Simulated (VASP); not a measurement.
# As (R-3m) in VASP: single point with RPBE

Aim: the single point of As with RPBE.

All numbers are computed with VASP 6.6.1; they aren't measurements. Logs are shortened: lines on timing, memory, paths and dates and some standing lists are left out, and cuts for length are marked.

## Step 1: The cell of the first run

The structure is trigonal, space group R-3m (No. 166). Conventional cell: a = 3.647 Å, b = 3.647 Å, c = 20.776 Å, α = 90.00°, β = 90.00°, γ = 120.00°. As (site symmetry 3m) has 3 As at 2.52 Å within 3.3 Å.

## Step 2: Single point, RPBE

INCAR

```
ALGO = Normal ; EDIFF = 1E-6
ENCUT = 600 ; GGA = RP
GGA_COMPAT = F ; ISIF = 2
ISMEAR = -1 ; LASPH = T
LCHARG = T ; LELF = T
LREAL = F ; LVHAR = T
LWAVE = F ; NBANDS = 22
NELM = 120 ; PREC = Accurate
SIGMA = 0.1
```

KPOINTS

```
k-points
0
Gamma
  10 10 10
```

POSCAR

```
As
1.0
    1.8236403154      1.0528792270      6.9252809082
   -1.8236403154      1.0528792270      6.9252809082
    0.0000000000     -2.1057584540      6.9252809082
As
2
Direct
    0.7999022461      0.7999022461      0.7999022461
    0.2000977539      0.2000977539      0.2000977539
```

Potentials or basis: VASP PAW PBE potentials, release 64 (As_d).

On the command line:

```
> cat potpaw_PBE.64/As_d/POTCAR > POTCAR
> mpirun -np 1 vasp_std > vasp.out
```

OUTCAR:

```text
EDIFF = 1E-6
   ENCUT = 600
   GGA = RP
   ISIF = 2
   ISMEAR = -1
   LASPH = T
   LREAL = F
   NELM = 120
   PREC = Accurate

 ion  position               nearest neighbor table
   1  0.800  0.800  0.800-   2 2.52   2 2.52   2 2.52
   2  0.200  0.200  0.200-   1 2.52   1 2.52   1 2.52

  LATTYP: Found a trigonal (rhomboedric) cell.
 ALAT       =     7.2383516303
 COS(alpha) =     0.8730510798

  Lattice vectors:

 A1 = (   1.8236403154,   1.0528792270,   6.9252809082)
 A2 = (  -1.8236403154,   1.0528792270,   6.9252809082)
 A3 = (   0.0000000000,  -2.1057584540,   6.9252809082)

Analysis of symmetry for initial positions (statically):
=====================================================================
 Subroutine PRICEL returns:
 Original cell was already a primitive cell.

 Routine SETGRP: Setting up the symmetry group for a
 trigonal (rhombohedral) supercell.

 Subroutine GETGRP returns: Found 12 space group operations
 (whereof 12 operations were pure point group operations)
 out of a pool of 12 trial point group operations.

The static configuration has the point symmetry D_3d.

Analysis of symmetry for dynamics (positions and initial velocities):
=====================================================================
 Subroutine PRICEL returns:
 Original cell was already a primitive cell.

 Routine SETGRP: Setting up the symmetry group for a
 trigonal (rhombohedral) supercell.

 Subroutine GETGRP returns: Found 12 space group operations
 (whereof 12 operations were pure point group operations)
 out of a pool of 12 trial point group operations.

The dynamic configuration has the point symmetry D_3d.

 Subroutine INISYM returns: Found 12 space group operations
 (whereof 12 operations are pure point group operations),
 and found     1 'primitive' translations

----------------------------------------------------------------------------------------

                                     Primitive cell

  volume of cell :      79.7823

  direct lattice vectors                    reciprocal lattice vectors
[... 70 lines left out ...]
   number of dos      NEDOS =    301   number of ions     NIONS =      2
   total plane-waves  NPLWV = 216000
   dimension x,y,z NGX =    60 NGY =   60 NGZ =   60
   dimension x,y,z NGXF=   120 NGYF=  120 NGZF=  120
   ions per type =               2
   NGX,Y,Z   is equivalent  to a cutoff of  13.78, 13.78, 13.78 a.u.
   NGXF,Y,Z  is equivalent  to a cutoff of  27.56, 27.56, 27.56 a.u.
 SYSTEM =  unknown system
   PREC   = accura    normal or accurate (medium, high low for compatibility)
   ISTART =      0    job   : 0-new  1-cont  2-samecut
   ICHARG =      2    charge: 1-file 2-atom 10-const
   ISPIN  =      1    spin polarized calculation?
   LNONCOLLINEAR =      F non collinear calculations
   LSORBIT =      F    spin-orbit coupling
   LASPH  =      T    aspherical Exc in radial PAW
   ENCUT  =  600.0 eV  44.10 Ry    6.64 a.u.  14.46 14.46 14.46*2*pi/ulx,y,z
   NELM   =    120;   NELMIN=  2; NELMDL= -5     # of ELM steps
   EDIFF  = 0.1E-05   stopping-criterion for ELM
   LREAL  =      F    real-space projection
   EDIFFG = 0.1E-04   stopping-criterion for IOM
   NSW    =      0    number of steps for IOM
   IBRION =     -1    ionic relax: 0-MD 1-quasi-New 2-CG
   NFREE  =      0    steps in history (QN), initial steepest desc. (CG)
   ISIF   =      2    stress and relaxation
   ISYM   =      2    0-nonsym 1-usesym 2-fastsym
   POTIM  = 0.5000    time-step for ionic-motion
   TEBEG  =    0.0;   TEEND  =   0.0 temperature during run
   PSTRESS=    0.0 pullay stress
   NELECT =      30.0000    total number of electrons
   NUPDOWN=      -1.0000    fix difference up-down
   EMIN   =  10.00;   EMAX   =-10.00  energy-range for DOS
   EFERMI =   0.00;   METHOD = LEGACY
   ISMEAR =    -1;   SIGMA  =   0.10  broadening in eV -4-tet -1-fermi 0-gaus
   EFERMI_NEDOS =   21; number of points for ismear=-14 and -15
   IALGO  =     38    algorithm
   IMIX   =      4    mixing-type and parameters
     AMIX     =   0.40;   BMIX     =  1.00
     AMIX_MAG =   1.60;   BMIX_MAG =  1.00
  volume/ion in A,a.u.               =      39.89       269.20
  Fermi-wavevector in a.u.,A,eV,Ry     =   1.181625  2.232948 18.996977  1.396238
  Thomas-Fermi vector in A             =   2.317895
   LORBIT       =      0    0 simple, 1 ext, 2 COOP (PROOUT), +10 PAW based schemes
   GGA     = RP    functional components
   LHFCALC =     F    Hartree Fock is set to
   AEXX    =    0.0000 exact exchange contribution
   IVDW    =     0    specifies the selected vdW correction
   LEPSILON=     F    determine dielectric tensor
   LRPA    =     F    only Hartree local field effects (RPA)
 non-spin polarized calculation
  energy-cutoff  :      600.00
  volume of cell :       79.78
 maximum number of plane-waves:      2689
 NGX is ok and might be reduce to    60
   NGX = 29   NGY = 29   NGZ = 29

 number of electron      30.0000010 magnetization

 Free energy of the ion-electron system (eV)
  ---------------------------------------------------
  ext. energy  EPLUGINS =         0.00000000
  ---------------------------------------------------
  free energy    TOTEN  =        -8.80067219 eV

  energy without entropy =       -8.80062193  energy(sigma->0) =       -8.80064706

 E-fermi :  -0.1029     XC(G=0):  -6.9054

 val. band max:       -0.9606766444   @ k =   0.5000   0.5000   0.5000
 cond. band min:       0.6977623249   @ k =   0.3000   0.0000   0.0000
 fundamental gap:      1.6584389693
 Fermi energy:        -0.1029345755

 k-point     1 :       0.0000    0.0000    0.0000
  band No.  band energies     occupation
      1     -36.0393      2.00000
      2     -36.0393      2.00000
      3     -36.0057      2.00000
      4     -36.0057      2.00000
      5     -35.9506      2.00000
      6     -35.9359      2.00000
[... 589 lines left out ...]
     21       8.8473      0.00000
     22       9.6587      0.00000

 [... further k-points ...]
[... 5 lines left out ...]
  --------------------------------------------------------------------------------------
  -------------------------------------------------------------------------------------
  Total        0.0359412      0.0359412      0.0689008      0.0000000     -0.0000000      0.0000000
  in kB        0.7217671      0.7217671      1.3836572      0.0000000     -0.0000000      0.0000000
  external PRESSURE =       0.9423971 kB  Pullay stress =       0.0000000 kB

 VOLUME and BASIS-vectors are now :
 -----------------------------------------------------------------------------
  energy-cutoff  :      600.00
  volume of cell :       79.78
      direct lattice vectors                 reciprocal lattice vectors
     1.823640315  1.052879227  6.925280908     0.274176873  0.158296092  0.048132825
    -1.823640315  1.052879227  6.925280908    -0.274176873  0.158296092  0.048132825
     0.000000000 -2.105758454  6.925280908     0.000000000 -0.316592183  0.048132825

 POSITION                                       TOTAL-FORCE (eV/Angst)
 -----------------------------------------------------------------------------------
      0.00000      0.00000     16.61864         0.000000      0.000000     -0.023303
      0.00000      0.00000      4.15720         0.000000      0.000000      0.023303
 -----------------------------------------------------------------------------------
    total drift:                                0.000000      0.000000     -0.000000

  FREE ENERGIE OF THE ION-ELECTRON SYSTEM (eV)
  ---------------------------------------------------
  free  energy   TOTEN  =        -8.8006721862 eV

  energy  without entropy=       -8.8006219276  energy(sigma->0) =       -8.80064706
```

OSZICAR:

```text
N       E                     dE             d eps       ncg     rms          rms(c)
DAV:   1     0.264443155811E+03    0.26444E+03   -0.15808E+04  6230   0.614E+03
DAV:   2     0.336877720837E+02   -0.23076E+03   -0.21918E+03  5164   0.109E+03
DAV:   3    -0.592188294597E+01   -0.39610E+02   -0.38824E+02  5856   0.169E+02
DAV:   4    -0.875233568575E+01   -0.28305E+01   -0.28256E+01  5920   0.545E+01
DAV:   5    -0.884458269085E+01   -0.92247E-01   -0.92241E-01  5936   0.118E+01    0.406E+00
DAV:   6    -0.881599077415E+01    0.28592E-01   -0.43913E-02  7312   0.276E+00    0.239E+00
DAV:   7    -0.879976046431E+01    0.16230E-01   -0.32168E-02  7736   0.190E+00    0.164E-01
DAV:   8    -0.880068970225E+01   -0.92924E-03   -0.62415E-03  5698   0.100E+00    0.368E-02
DAV:   9    -0.880068856141E+01    0.11408E-05   -0.36223E-04  5984   0.182E-01    0.179E-02
DAV:  10    -0.880067606524E+01    0.12496E-04   -0.73700E-05  5504   0.114E-01    0.622E-03
DAV:  11    -0.880067265132E+01    0.34139E-05   -0.16678E-05  5678   0.469E-02    0.317E-03
DAV:  12    -0.880067218624E+01    0.46508E-06   -0.14452E-06  4758   0.164E-02
   1 F= -.88006722E+01 E0= -.88006471E+01  d E =-.502587E-04
```

stdout:

```text
POSCAR found type information on POSCAR As
 POSCAR found :  1 types and       2 ions
 scaLAPACK will be used
 -----------------------------------------------------------------------------
|                                                                             |
|                                                                             |
|     You enforced a specific xc type in the INCAR file but a different       |
|     I HOPE YOU KNOW WHAT YOU ARE DOING!                                     |
|                                                                             |
 -----------------------------------------------------------------------------

 LDA part: xc-table for (Slater+PW92), standard interpolation
 POSCAR, INCAR and KPOINTS ok, starting setup
 FFT: planning ... GRIDC
 FFT: planning ... GRID_SOFT
 FFT: planning ... GRID
 WAVECAR not read
 entering main loop
```

Run time: 4.4 min. Hardware: 1 thread of Intel Xeon 6975P-C (Granite Rapids), shared host; peak memory 0.56 GiB.

Results:

- Free energy: -8.8007 eV
- Pressure: 0.1 GPa
- Largest force: 0.023 eV/Å
- Band gap on the k mesh: 1.66 eV (least direct gap 1.81 eV)

Forces on the atoms (eV/Å):
```
As   0.000  0.000 -0.023
As   0.000  0.000  0.023
```

Caveat: the PAW data sets were made with another functional, which shifts forces and pressure a little.
